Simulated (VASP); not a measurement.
# Re (P6_3/mmc) in VASP: a series of runs

Re is run at these levels: PBEsol; tasks: single point, relaxation of cell and atoms, relaxation of shape and atoms at fixed volume.

All numbers are computed with VASP 6.6.1; they aren't measurements. Logs are shortened: lines on timing, memory, paths and dates and some standing lists are left out, and cuts for length are marked.

**1. The cell of the first run**

Symmetry: P6_3/mmc, No. 194, hexagonal system. Conventional cell: a = 2.750 Å, b = 2.750 Å, c = 4.443 Å, α = 90.00°, β = 90.00°, γ = 120.00°. Within 3.6 Å of Re (site symmetry -6m2) lie 12 Re at 2.73 to 2.75 Å.

**2. Single point, PBEsol**

Input file INCAR:

```
SYSTEM = Re
PREC = Accurate ; ENCUT = 520
EDIFF = 1E-7 ; ISMEAR = 0
SIGMA = 0.1 ; LREAL = .False.
LASPH = .True. ; NELM = 60
ALGO = Fast ; ISIF = 2
LWAVE = .False. ; LCHARG = .True.
GGA = PS ; LELF = .True.
LVHAR = .True. ; NBANDS = 14
```

Input file KPOINTS:

```
Automatic mesh
0
Gamma
  18 18 10
  0 0 0
```

Input file POSCAR:

```
Re
1.0
    2.7503660253      0.0000000000      0.0000000000
   -1.3751830126      2.3818868476      0.0000000000
    0.0000000000      0.0000000000      4.4432016763
Re
2
Direct
    0.3333333333      0.6666666667      0.2500000000
    0.6666666667      0.3333333333      0.7500000000
```

Potentials or basis: VASP PAW PBE potentials, release 64 (Re).

On the command line:

```sh
> cat potpaw_PBE.64/Re/POTCAR > POTCAR
> mpirun -np 1 vasp_std > vasp.out
```

OUTCAR:

```text
SYSTEM = Re
   PREC = Accurate
   ENCUT = 520
   EDIFF = 1E-7
   ISMEAR = 0
   LREAL = .False.
   LASPH = .True.
   NELM = 60
   ISIF = 2
   GGA = PS

 ion  position               nearest neighbor table
   1  0.333  0.667  0.250-   2 2.73   2 2.73   2 2.73   2 2.73   2 2.73   2 2.73
   2  0.667  0.333  0.750-   1 2.73   1 2.73   1 2.73   1 2.73   1 2.73   1 2.73

  LATTYP: Found a hexagonal cell.
 ALAT       =     2.7503660253
 C/A-ratio  =     1.6154946780

  Lattice vectors:

 A1 = (   2.7503660253,   0.0000000000,   0.0000000000)
 A2 = (  -1.3751830126,   2.3818868476,   0.0000000000)
 A3 = (   0.0000000000,   0.0000000000,   4.4432016763)

Analysis of symmetry for initial positions (statically):
=====================================================================
 Subroutine PRICEL returns:
 Original cell was already a primitive cell.

 Routine SETGRP: Setting up the symmetry group for a
 hexagonal supercell.

 Subroutine GETGRP returns: Found 24 space group operations
 (whereof 12 operations were pure point group operations)
 out of a pool of 24 trial point group operations.

The static configuration has the point symmetry D_3d.
 The point group associated with its full space group is D_6h.

Analysis of symmetry for dynamics (positions and initial velocities):
=====================================================================
 Subroutine PRICEL returns:
 Original cell was already a primitive cell.

 Routine SETGRP: Setting up the symmetry group for a
 hexagonal supercell.

 Subroutine GETGRP returns: Found 24 space group operations
 (whereof 12 operations were pure point group operations)
 out of a pool of 24 trial point group operations.

The dynamic configuration has the point symmetry D_3d.
 The point group associated with its full space group is D_6h.

 Subroutine INISYM returns: Found 24 space group operations
 (whereof 12 operations are pure point group operations),
 and found     1 'primitive' translations

----------------------------------------------------------------------------------------

                                     Primitive cell

  volume of cell :      29.1077

  direct lattice vectors                    reciprocal lattice vectors
     2.750366025  0.000000000  0.000000000     0.363587970  0.209917612  0.000000000
    -1.375183013  2.381886848  0.000000000     0.000000000  0.419835225  0.000000000
     0.000000000  0.000000000  4.443201676     0.000000000  0.000000000  0.225062933

  length of vectors
     2.750366025  2.750366025  4.443201676     0.419835225  0.419835225  0.225062933

  position of ions in fractional coordinates (direct lattice)
     0.333333333  0.666666667  0.250000000
     0.666666667  0.333333333  0.750000000

  ion indices of the primitive-cell ions
   primitive index   ion index
                 1           1
                 2           2

----------------------------------------------------------------------------------------

 KPOINTS: Automatic mesh

Automatic generation of k-mesh.
 Grid dimensions read from file:
 generate k-points for:   18   18   10

 Generating k-lattice:

  Cartesian coordinates                     Fractional coordinates (reciprocal lattice)
     0.020199332  0.011662090  0.000000000     0.055555556  0.000000000  0.000000000
     0.000000000  0.023324179  0.000000000     0.000000000  0.055555556  0.000000000
     0.000000000  0.000000000  0.022506293     0.000000000  0.000000000  0.100000000

  Length of vectors
     0.023324179  0.023324179  0.022506293

  Shift w.r.t. Gamma in fractional coordinates (k-lattice)
     0.000000000  0.000000000  0.000000000

 Subroutine IBZKPT returns following result:
 ===========================================

 Found    222 irreducible k-points:

 Following reciprocal coordinates:
            Coordinates               Weight
  0.000000  0.000000  0.000000      1.000000
  0.055556  0.000000  0.000000      6.000000
  0.111111  0.000000  0.000000      6.000000
  0.166667 -0.000000  0.000000      6.000000
  0.222222 -0.000000  0.000000      6.000000
  0.277778 -0.000000  0.000000      6.000000
[... 16 lines left out ...]
  0.333333  0.111111  0.000000     12.000000
  0.388889  0.111111  0.000000     12.000000
 [... further k-points ...]
   k-points           NKPTS =    222   k-points in BZ     NKDIM =    222   number of bands    NBANDS=     14
   number of dos      NEDOS =    301   number of ions     NIONS =      2
   total plane-waves  NPLWV =  14400
   dimension x,y,z NGX =    20 NGY =   20 NGZ =   36
   dimension x,y,z NGXF=    40 NGYF=   40 NGZF=   72
   ions per type =               2
   NGX,Y,Z   is equivalent  to a cutoff of  12.09, 12.09, 13.47 a.u.
   NGXF,Y,Z  is equivalent  to a cutoff of  24.18, 24.18, 26.94 a.u.
 SYSTEM =  Re
   PREC   = accura    normal or accurate (medium, high low for compatibility)
   ISTART =      0    job   : 0-new  1-cont  2-samecut
   ICHARG =      2    charge: 1-file 2-atom 10-const
   ISPIN  =      1    spin polarized calculation?
   LNONCOLLINEAR =      F non collinear calculations
   LSORBIT =      F    spin-orbit coupling
   LASPH  =      T    aspherical Exc in radial PAW
   ENCUT  =  520.0 eV  38.22 Ry    6.18 a.u.   5.11  5.11  8.26*2*pi/ulx,y,z
   NELM   =     60;   NELMIN=  2; NELMDL= -5     # of ELM steps
   EDIFF  = 0.1E-06   stopping-criterion for ELM
   LREAL  =      F    real-space projection
   EDIFFG = 0.1E-05   stopping-criterion for IOM
   NSW    =      0    number of steps for IOM
   IBRION =     -1    ionic relax: 0-MD 1-quasi-New 2-CG
   NFREE  =      0    steps in history (QN), initial steepest desc. (CG)
   ISIF   =      2    stress and relaxation
   ISYM   =      2    0-nonsym 1-usesym 2-fastsym
   POTIM  = 0.5000    time-step for ionic-motion
   TEBEG  =    0.0;   TEEND  =   0.0 temperature during run
   PSTRESS=    0.0 pullay stress
   NELECT =      14.0000    total number of electrons
   NUPDOWN=      -1.0000    fix difference up-down
   EMIN   =  10.00;   EMAX   =-10.00  energy-range for DOS
   EFERMI =   0.00;   METHOD = LEGACY
   ISMEAR =     0;   SIGMA  =   0.10  broadening in eV -4-tet -1-fermi 0-gaus
   EFERMI_NEDOS =   21; number of points for ismear=-14 and -15
   IALGO  =     68    algorithm
   IMIX   =      4    mixing-type and parameters
     AMIX     =   0.40;   BMIX     =  1.00
     AMIX_MAG =   1.60;   BMIX_MAG =  1.00
  volume/ion in A,a.u.               =      14.55        98.21
  Fermi-wavevector in a.u.,A,eV,Ry     =   1.282670  2.423895 22.384883  1.645243
  Thomas-Fermi vector in A             =   2.414968
   LORBIT       =      0    0 simple, 1 ext, 2 COOP (PROOUT), +10 PAW based schemes
   GGA     = PS    functional components
   LHFCALC =     F    Hartree Fock is set to
   AEXX    =    0.0000 exact exchange contribution
   IVDW    =     0    specifies the selected vdW correction
   LEPSILON=     F    determine dielectric tensor
   LRPA    =     F    only Hartree local field effects (RPA)
 non-spin polarized calculation
 RMM-DIIS sequential band-by-band and
 Gauss-broadening in eV      SIGMA  =   0.10
  energy-cutoff  :      520.00
  volume of cell :       29.11
 maximum number of plane-waves:       798
   NGX = 11   NGY = 11   NGZ = 17

 number of electron      14.0000001 magnetization

 Free energy of the ion-electron system (eV)
  ---------------------------------------------------
  ext. energy  EPLUGINS =         0.00000000
  ---------------------------------------------------
  free energy    TOTEN  =       -26.74053489 eV

  energy without entropy =      -26.73239973  energy(sigma->0) =      -26.73646731

 E-fermi :   7.8359     XC(G=0): -13.8795

 val. band max:        7.8349630378   @ k =   0.3889   0.0000   0.5000
 cond. band min:       7.8418608197   @ k =   0.2778  -0.0000   0.5000
 fundamental gap:      0.0068977819
 Fermi energy:         7.8358887812

 k-point     1 :       0.0000    0.0000    0.0000
  band No.  band energies     occupation
      1      -2.1208      2.00000
      2       1.1298      2.00000
      3       6.2361      2.00000
      4       6.2386      2.00000
      5       6.2386      2.00000
      6       7.0920      2.00000
      7       7.0920      2.00000
      8       8.0428      0.00343
      9       8.0428      0.00343
     10       8.4847      0.00000
     11      11.2737      0.00000
     12      11.2737      0.00000
     13      17.9925      0.00000
     14      22.0419      0.00000

 k-point     2 :       0.0556    0.0000    0.0000
  band No.  band energies     occupation
      1      -1.9921      2.00000
      2       1.2516      2.00000
      3       5.8651      2.00000
      4       6.3568      2.00000
      5       6.5660      2.00000
      6       6.9983      2.00000
      7       7.2038      2.00000
      8       7.7808      1.56376
      9       7.9412      0.13650
     10       8.1560      0.00001
     11      11.3434      0.00000
     12      11.8697      0.00000
     13      17.9889      0.00000
     14      22.3314      0.00000

 k-point     3 :       0.1111    0.0000    0.0000
  band No.  band energies     occupation
      1      -1.6170      2.00000
      2       1.5938      2.00000
      3       5.4306      2.00000
      4       6.6897      2.00000
      5       6.7071      2.00000
      6       6.8501      2.00000
      7       6.9818      2.00000
      8       7.5343      1.99998
      9       7.6745      1.97752
     10       7.9059      0.32189
     11      11.5172      0.00000
     12      13.0791      0.00000
     13      17.9466      0.00000
     14      23.1314      0.00000
[... 324 lines left out ...]
 k-point    23 :       0.3333    0.1111    0.0000
  band No.  band energies     occupation
      1       1.9889      2.00000
      2       2.4742      2.00000
      3       2.9053      2.00000
      4       5.1108      2.00000
      5       5.7537      2.00000
      6       6.6835      2.00000
      7       6.8715      2.00000
      8      10.1601      0.00000
      9      11.2299      0.00000
     10      11.9963      0.00000
     11      12.5804      0.00000
     12      17.5038      0.00000
     13      18.1393      0.00000
     14      20.1991      0.00000

 k-point    24 :       0.3889    0.1111    0.0000
  band No.  band energies     occupation
      1       2.1889      2.00000
      2       2.3183      2.00000
      3       2.6322      2.00000
      4       5.5407      2.00000
      5       5.7255      2.00000
      6       6.4518      2.00000
      7       7.2142      2.00000
      8      11.1115      0.00000
      9      11.7238      0.00000
     10      12.0164      0.00000
     11      13.5929      0.00000
     12      16.3871      0.00000
     13      18.1412      0.00000
     14      19.2004      0.00000

 [... further k-points ...]
[... 5 lines left out ...]
  --------------------------------------------------------------------------------------
  -------------------------------------------------------------------------------------
  Total        0.0136621      0.0136621     -0.0066877      0.0000000      0.0000000     -0.0000000
  in kB        0.7520042      0.7520042     -0.3681103      0.0000000      0.0000000     -0.0000000
  external PRESSURE =       0.3786327 kB  Pullay stress =       0.0000000 kB

 VOLUME and BASIS-vectors are now :
 -----------------------------------------------------------------------------
  energy-cutoff  :      520.00
  volume of cell :       29.11
      direct lattice vectors                 reciprocal lattice vectors
     2.750366025  0.000000000  0.000000000     0.363587970  0.209917612  0.000000000
    -1.375183013  2.381886848  0.000000000     0.000000000  0.419835225  0.000000000
     0.000000000  0.000000000  4.443201676     0.000000000  0.000000000  0.225062933

 POSITION                                       TOTAL-FORCE (eV/Angst)
 -----------------------------------------------------------------------------------
     -0.00000      1.58792      1.11080        -0.000000      0.000000      0.000000
      1.37518      0.79396      3.33240         0.000000     -0.000000      0.000000
 -----------------------------------------------------------------------------------
    total drift:                               -0.000000      0.000000     -0.000000

  FREE ENERGIE OF THE ION-ELECTRON SYSTEM (eV)
  ---------------------------------------------------
  free  energy   TOTEN  =       -26.7405348949 eV

  energy  without entropy=      -26.7323997327  energy(sigma->0) =      -26.73646731
```

Run time: 2.2 min. Hardware: 1 thread of Intel Xeon Platinum 8259CL at 2.50GHz (Skylake/Cascade Lake), shared host; peak memory 0.2 GiB.

What came out:

| Item | Value |
| --- | --- |
| Free energy | -26.7405 eV |
| Pressure | 0.0 GPa |
| Band gap on the k mesh | zero (band 7 reaches 9.34 eV, above the bottom of band 8 at 6.11 eV) |

Caveat: the PAW data sets were made with another functional, which shifts forces and pressure a little; spin-orbit coupling is left out, which moves the levels of the heavy elements.

**3. Relaxation of cell and atoms, PBEsol**

This run uses another cell than the first one, of 14.71 Å³/atom, 1.011 times its volume.

Input file INCAR:

```
  ALGO = Fast
  EDIFF = 1E-6
  EDIFFG = -0.005
  ENCUT = 600
  GGA = PS
  IBRION = 2
  ISIF = 3
  ISMEAR = 0
  LASPH = True
  LCHARG = False
  LREAL = False
  LWAVE = False
  NELM = 60
  NSW = 100
  PREC = Accurate
  SIGMA = 0.1
```

Input file KPOINTS:

```
k-points
0
Gamma
  18 18 10
```

Input file POSCAR:

```
Re
1.0
    2.7608000000      0.0000000000      0.0000000000
   -1.3804000000      2.3909229348      0.0000000000
    0.0000000000      0.0000000000      4.4582000000
Re
2
Direct
    0.3333333333      0.6666666667      0.2500000000
    0.6666666667      0.3333333333      0.7500000000
```

Potentials or basis: VASP PAW PBE potentials, release 64 (Re).

On the command line:

```sh
> cat potpaw_PBE.64/Re/POTCAR > POTCAR
> mpirun -np 1 vasp_std > vasp.out
```

Wall time 2.5 min (1 thread of Intel Xeon Platinum 8488C (Sapphire Rapids), shared host); peak memory 0.23 GiB.

Results (log left out):

```yaml
Free_energy: -26.7422 eV
Relaxed_volume: 14.56 Å³/atom
Relaxed_cell: a = 2.751 Å, b = 2.751 Å, c = 4.443 Å, α = 90.00°, β = 90.00°, γ = 120.00°
Space_group_after_relaxing_to_0.05_Å: P6_3/mmc (No. 194)
Energy_gained_by_relaxing: 2.0 meV/atom
Ionic_steps: 4
Pressure_after_relaxing: 0.0 GPa
Band_gap_on_the_k_mesh: zero (band 7 reaches 9.34 eV, above the bottom of band 8 at 6.10 eV)
```

Step by step:
| step | energy change (eV) | largest force (eV/Å) | pressure (GPa) | volume (Å³) |
| --- | --- | --- | --- | --- |
| 1 | 0.0000 | 0.0000 | -4.16 | 29.43 |
| 2 | 0.0731 | 0.0000 | 20.04 | 27.83 |
| 3 | -0.0041 | 0.0000 | -0.11 | 29.12 |
| 4 | -0.0041 | 0.0000 | -0.02 | 29.12 |

Final structure:
```xyz
2
Lattice="2.7510 0.0000 0.0000 -1.3755 2.3824 0.0000 0.0000 0.0000 4.4426" Properties=species:S:1:pos:R:3 pbc="T T T"
Re    0.0000    1.5883    1.1106
Re    1.3755    0.7941    3.3319
```

Levels at points of the mesh, in eV from the Fermi level:
```tsv
k point	band 5	band 6	band 7	band 8	band 9	band 10
(0.00, 0.00, 0.00)	-1.59	-0.74	-0.74	0.20	0.20	0.65
(0.50, 0.00, 0.00)	-1.73	-1.37	-0.59	4.06	4.47	4.61
(0.00, 0.00, 0.50)	-1.73	-1.73	-1.73	-1.73	2.61	2.61
(0.50, 0.00, 0.50)	0.41	0.41	0.96	0.96	4.38	4.38
```

Caveat: the PAW data sets were made with another functional, which shifts forces and pressure a little; spin-orbit coupling is left out, which moves the levels of the heavy elements.

**4. Relaxation of shape and atoms at fixed volume, PBEsol (volume scaled by 1.10)**

Input file INCAR:

```
SYSTEM = Re
PREC = Accurate
ENCUT = 600
EDIFF = 1E-7
ISMEAR = 0
SIGMA = 0.1
LREAL = .FALSE.
LASPH = .TRUE.
NELM = 80
ALGO = Fast
ISIF = 4
LWAVE = .FALSE.
LCHARG = .FALSE.
GGA = PS
IBRION = 2
NSW = 50
EDIFFG = -0.01
```

Input file KPOINTS:

```
Automatic mesh
0
G
  18 18 10
  0 0 0
```

Input file POSCAR:

```
Re
1.0
    2.8395457196      0.0000000000      0.0000000000
   -1.4197728598      2.4591187284      0.0000000000
    0.0000000000      0.0000000000      4.5853444919
Re
2
Direct
    0.3333333333      0.6666666667      0.2500000000
    0.6666666667      0.3333333333      0.7500000000
```

On the command line:

```sh
> cat potpaw_PBE.64/Re/POTCAR > POTCAR
> mpirun -np 1 vasp_std > vasp.out
```

It took 3.7 min on 1 thread of AMD EPYC 7R43 (Zen 3), shared host; peak memory 0.2 GiB.

Results (log left out):

- Free energy: -26.4393 eV
- Energy gained by relaxing: 0.0 meV/atom
- Ionic steps: 3
- Pressure after relaxing: -30.7 GPa
- Band gap on the k mesh: zero (band 7 reaches 7.96 eV, above the bottom of band 8 at 5.21 eV)

Final structure:
```
Re
1.0
     2.84042    0.00000    0.00000
    -1.42021    2.45988    0.00000
     0.00000    0.00000    4.58252
Re
2
Direct
  0.33333 0.66667 0.25000
  0.66667 0.33333 0.75000
```

Levels at points of the mesh, in eV from the Fermi level:
```
           k point  band 4  band 5  band 6  band 7  band 8  band 9  band 10  band 11
(0.00, 0.00, 0.00)   -1.36   -1.36   -0.63   -0.63    0.18    0.18     0.50     3.01
(0.50, 0.00, 0.00)   -1.69   -1.68   -1.22   -0.53    3.49    3.86     3.96     5.37
(0.00, 0.00, 0.50)   -2.12   -1.49   -1.49   -1.49   -1.49    2.26     2.26     2.26
(0.50, 0.00, 0.50)   -3.61    0.38    0.38    0.79    0.79    3.77     3.79     4.26
```

Caveat: the cell differs from its parent crystal (volume scaled by 1.10); the PAW data sets were made with another functional, which shifts forces and pressure a little; spin-orbit coupling is left out, which moves the levels of the heavy elements.

**5. The runs side by side**

| task | cell | cutoff (eV) | gap on the mesh (eV) | pressure (GPa) |
| --- | --- | --- | --- | --- |
| single point | a = 2.750, b = 2.750, c = 4.443 Å, angles 90.0, 90.0, 120.0°, 2 atoms | 520 | none | 0.0 |
| relaxation of cell and atoms | relaxed from a = 2.761, b = 2.761, c = 4.458 Å, angles 90.0, 90.0, 120.0°, 2 atoms | 600 | none | 0.0 |
| relaxation of shape and atoms at fixed volume | relaxed from a = 2.840, b = 2.840, c = 4.585 Å, angles 90.0, 90.0, 120.0°, 2 atoms | 600 | none | -30.7 |

Alike in all rows: level PBEsol; potentials or basis VASP PAW PBE potentials, release 64 (Re); no spin polarisation; k mesh 18 × 18 × 10; smearing gaussian 0.1 eV.

Caveats: the PAW data sets were made with another functional, which shifts forces and pressure a little; spin-orbit coupling is left out, which moves the levels of the heavy elements.

Absolute energies hang on the potentials; compare differences alone.
